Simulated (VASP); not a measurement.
# Mo (Im-3m) in VASP: a series of runs

Mo is run at these levels: PBE; tasks: single point, relaxation of volume and atoms at fixed shape.

All numbers are computed with VASP 6.6.1; they aren't measurements. Logs are shortened: lines on timing, memory, paths and dates and some standing lists are left out, and cuts for length are marked.

### 1 The cell of the first run

Symmetry: Im-3m, No. 229, cubic system. Conventional cell: a = 3.162 Å, b = 3.162 Å, c = 3.162 Å, α = 90.00°, β = 90.00°, γ = 90.00°. Within 3.6 Å of Mo (site symmetry m-3m) lie 14 Mo at 2.74 to 3.16 Å.

### 2 Single point, PBE

The input, INCAR:

```
PREC = Accurate ; ENCUT = 520
EDIFF = 1E-6 ; ISMEAR = 1
SIGMA = 0.02 ; LREAL = F
LASPH = T ; NELM = 80
ALGO = Normal ; ISIF = 2
LWAVE = F ; LCHARG = F
GGA = PE ; NBANDS = 13
```

The input, KPOINTS:

```
regular mesh
0
Gamma
  11 11 11
```

The input, POSCAR:

```
Mo
1.0
   -1.5808191486      1.5808191486      1.5808191486
    1.5808191486     -1.5808191486      1.5808191486
    1.5808191486      1.5808191486     -1.5808191486
Mo
1
Direct
    0.0000000000      0.0000000000      0.0000000000
```

Potentials or basis: VASP PAW PBE potentials, release 64 (Mo_sv).

Run with:

```console
cat potpaw_PBE.64/Mo_sv/POTCAR > POTCAR
mpirun -np 1 vasp_std > vasp.out
```

OUTCAR:

```text
PREC = Accurate
   ENCUT = 520
   EDIFF = 1E-6
   ISMEAR = 1
   LREAL = F
   LASPH = T
   NELM = 80
   ISIF = 2
   GGA = PE

 ion  position               nearest neighbor table
   1  0.000  0.000  0.000-

  LATTYP: Found a body centered cubic cell.
 ALAT       =     3.1616382972

  Lattice vectors:

 A1 = (  -1.5808191486,   1.5808191486,   1.5808191486)
 A2 = (   1.5808191486,  -1.5808191486,   1.5808191486)
 A3 = (   1.5808191486,   1.5808191486,  -1.5808191486)

Analysis of symmetry for initial positions (statically):
=====================================================================
 Subroutine PRICEL returns:
 Original cell was already a primitive cell.

 Routine SETGRP: Setting up the symmetry group for a
 body centered cubic supercell.

 Subroutine GETGRP returns: Found 48 space group operations
 (whereof 48 operations were pure point group operations)
 out of a pool of 48 trial point group operations.

The static configuration has the point symmetry O_h .

Analysis of symmetry for dynamics (positions and initial velocities):
=====================================================================
 Subroutine PRICEL returns:
 Original cell was already a primitive cell.

 Routine SETGRP: Setting up the symmetry group for a
 body centered cubic supercell.

 Subroutine GETGRP returns: Found 48 space group operations
 (whereof 48 operations were pure point group operations)
 out of a pool of 48 trial point group operations.

The dynamic configuration has the point symmetry O_h .

 Subroutine INISYM returns: Found 48 space group operations
 (whereof 48 operations are pure point group operations),
 and found     1 'primitive' translations

----------------------------------------------------------------------------------------

                                     Primitive cell

  volume of cell :      15.8018

  direct lattice vectors                    reciprocal lattice vectors
    -1.580819149  1.580819149  1.580819149     0.000000000  0.316291715  0.316291715
     1.580819149 -1.580819149  1.580819149     0.316291715  0.000000000  0.316291715
     1.580819149  1.580819149 -1.580819149     0.316291715  0.316291715  0.000000000

  length of vectors
     2.738059083  2.738059083  2.738059083     0.447304033  0.447304033  0.447304033

  position of ions in fractional coordinates (direct lattice)
     0.000000000  0.000000000  0.000000000

[... 81 lines left out ...]
   ISIF   =      2    stress and relaxation
   ISYM   =      2    0-nonsym 1-usesym 2-fastsym
   POTIM  = 0.5000    time-step for ionic-motion
   TEBEG  =    0.0;   TEEND  =   0.0 temperature during run
   PSTRESS=    0.0 pullay stress
   NELECT =      14.0000    total number of electrons
   NUPDOWN=      -1.0000    fix difference up-down
   EMIN   =  10.00;   EMAX   =-10.00  energy-range for DOS
   EFERMI =   0.00;   METHOD = LEGACY
   ISMEAR =     1;   SIGMA  =   0.02  broadening in eV -4-tet -1-fermi 0-gaus
   EFERMI_NEDOS =   21; number of points for ismear=-14 and -15
   IALGO  =     38    algorithm
   IMIX   =      4    mixing-type and parameters
     AMIX     =   0.40;   BMIX     =  1.00
     AMIX_MAG =   1.60;   BMIX_MAG =  1.00
  volume/ion in A,a.u.               =      15.80       106.64
  Fermi-wavevector in a.u.,A,eV,Ry     =   1.572348  2.971307 33.637385  2.472278
  Thomas-Fermi vector in A             =   2.673796
   LORBIT       =      0    0 simple, 1 ext, 2 COOP (PROOUT), +10 PAW based schemes
   GGA     = PE    functional components
   LHFCALC =     F    Hartree Fock is set to
   AEXX    =    0.0000 exact exchange contribution
   IVDW    =     0    specifies the selected vdW correction
   LEPSILON=     F    determine dielectric tensor
   LRPA    =     F    only Hartree local field effects (RPA)
 non-spin polarized calculation
 Methfessel and Paxton  Order N= 1 SIGMA  =   0.02
  energy-cutoff  :      520.00
  volume of cell :       15.80
 maximum number of plane-waves:       438
   NGX = 11   NGY = 11   NGZ = 11

 number of electron      14.0000004 magnetization

 Free energy of the ion-electron system (eV)
  ---------------------------------------------------
  ext. energy  EPLUGINS =         0.00000000
  ---------------------------------------------------
  free energy    TOTEN  =       -10.90983876 eV

  energy without entropy =      -10.90989118  energy(sigma->0) =      -10.90985623

 E-fermi :  12.2985     XC(G=0): -13.3292

 val. band max:       12.2970622429   @ k =  -0.1818   0.1818   0.1818
 cond. band min:      12.3310078270   @ k =  -0.3636   0.4545   0.2727
 fundamental gap:      0.0339455841
 Fermi energy:        12.2985064993

 k-point     1 :       0.0000    0.0000    0.0000
  band No.  band energies     occupation
      1     -48.8571      2.00000
      2     -22.1480      2.00000
      3     -22.1480      2.00000
      4     -22.1480      2.00000
      5       5.2202      2.00000
      6      11.0780      2.00000
      7      11.0780      2.00000
      8      11.0780      2.00000
      9      14.0637      0.00000
     10      14.0637      0.00000
     11      27.2355      0.00000
     12      27.2355      0.00000
     13      27.2355      0.00000
[... 354 lines left out ...]
  band No.  band energies     occupation
      1     -48.5903      2.00000
      2     -23.2649      2.00000
      3     -22.7627      2.00000
      4     -22.3719      2.00000
      5       8.4944      2.00000
      6       9.2499      2.00000
      7      11.4674      2.00000
      8      14.4195      0.00000
      9      14.8001      0.00000
     10      20.4767      0.00000
     11      22.6450      0.00000
     12      25.0186      0.00000
     13      27.0148      0.00000

 [... further k-points ...]

------------------------ aborting loop because EDIFF is reached ----------------------------------------

  FORCE on cell =-STRESS in cart. coord.  units (eV):
  Direction    XX          YY          ZZ          XY          YZ          ZX
  --------------------------------------------------------------------------------------
  -------------------------------------------------------------------------------------
  Total        0.0568331      0.0568331      0.0568331      0.0000000      0.0000000     -0.0000000
  in kB        5.7624300      5.7624300      5.7624300      0.0000000      0.0000000     -0.0000000
  external PRESSURE =       5.7624300 kB  Pullay stress =       0.0000000 kB

 VOLUME and BASIS-vectors are now :
 -----------------------------------------------------------------------------
  energy-cutoff  :      520.00
  volume of cell :       15.80
      direct lattice vectors                 reciprocal lattice vectors
    -1.580819149  1.580819149  1.580819149     0.000000000  0.316291715  0.316291715
     1.580819149 -1.580819149  1.580819149     0.316291715  0.000000000  0.316291715
     1.580819149  1.580819149 -1.580819149     0.316291715  0.316291715  0.000000000

 POSITION                                       TOTAL-FORCE (eV/Angst)
 -----------------------------------------------------------------------------------
      0.00000      0.00000      0.00000        -0.000000     -0.000000     -0.000000
 -----------------------------------------------------------------------------------
    total drift:                                0.000000     -0.000000     -0.000000

  FREE ENERGIE OF THE ION-ELECTRON SYSTEM (eV)
  ---------------------------------------------------
  free  energy   TOTEN  =       -10.9098387554 eV

  energy  without entropy=      -10.9098911796  energy(sigma->0) =      -10.90985623
```

OSZICAR:

```text
N       E                     dE             d eps       ncg     rms          rms(c)
DAV:   1     0.935021158555E+02    0.93502E+02   -0.81733E+03  1472   0.110E+03
DAV:   2    -0.104471853186E+02   -0.10395E+03   -0.10004E+03  1696   0.313E+02
DAV:   3    -0.115806184924E+02   -0.11334E+01   -0.11312E+01  1641   0.331E+01
DAV:   4    -0.115832857914E+02   -0.26673E-02   -0.26673E-02  1611   0.193E+00
DAV:   5    -0.115833040586E+02   -0.18267E-04   -0.18266E-04  1691   0.140E-01    0.143E+01
DAV:   6    -0.109971961077E+02    0.58611E+00   -0.72460E-01  1501   0.104E+01    0.387E+00
DAV:   7    -0.109131114131E+02    0.84085E-01   -0.15681E-01  1611   0.464E+00    0.101E+00
DAV:   8    -0.109099385080E+02    0.31729E-02   -0.51725E-03  1496   0.924E-01    0.214E-01
DAV:   9    -0.109098323760E+02    0.10613E-03   -0.33612E-04  1621   0.229E-01    0.578E-02
DAV:  10    -0.109098385448E+02   -0.61688E-05   -0.24195E-05  1546   0.581E-02    0.972E-03
DAV:  11    -0.109098387554E+02   -0.21061E-06   -0.49742E-07   973   0.883E-03
   1 F= -.10909839E+02 E0= -.10909856E+02  d E =0.524242E-04
```

stdout:

```text
POSCAR found type information on POSCAR Mo
 POSCAR found :  1 types and       1 ions
 scaLAPACK will be used
 LDA part: xc-table for (Slater+PW92), standard interpolation
 POSCAR, INCAR and KPOINTS ok, starting setup
 FFT: planning ... GRIDC
 FFT: planning ... GRID_SOFT
 FFT: planning ... GRID
 WAVECAR not read
 entering main loop
```

Run time: 9.3 s. Hardware: 1 thread of Intel Xeon Platinum 8259CL at 2.50GHz (Skylake/Cascade Lake), shared host; peak memory 0.12 GiB.

What came out:

```
Free energy            : -10.9098 eV
Pressure               : 0.6 GPa
Band gap on the k mesh : zero (bands 7 and 8 overlap by 4.76 eV)
```

Levels at points of the mesh, in eV from the Fermi level:
| k point | band 4 | band 5 | band 6 | band 7 | band 8 | band 9 | band 10 | band 11 |
| --- | --- | --- | --- | --- | --- | --- | --- | --- |
| (0.00, 0.00, 0.00) | -34.45 | -7.08 | -1.22 | -1.22 | -1.22 | 1.77 | 1.77 | 14.94 |

(Continued in part 2 of 2.)
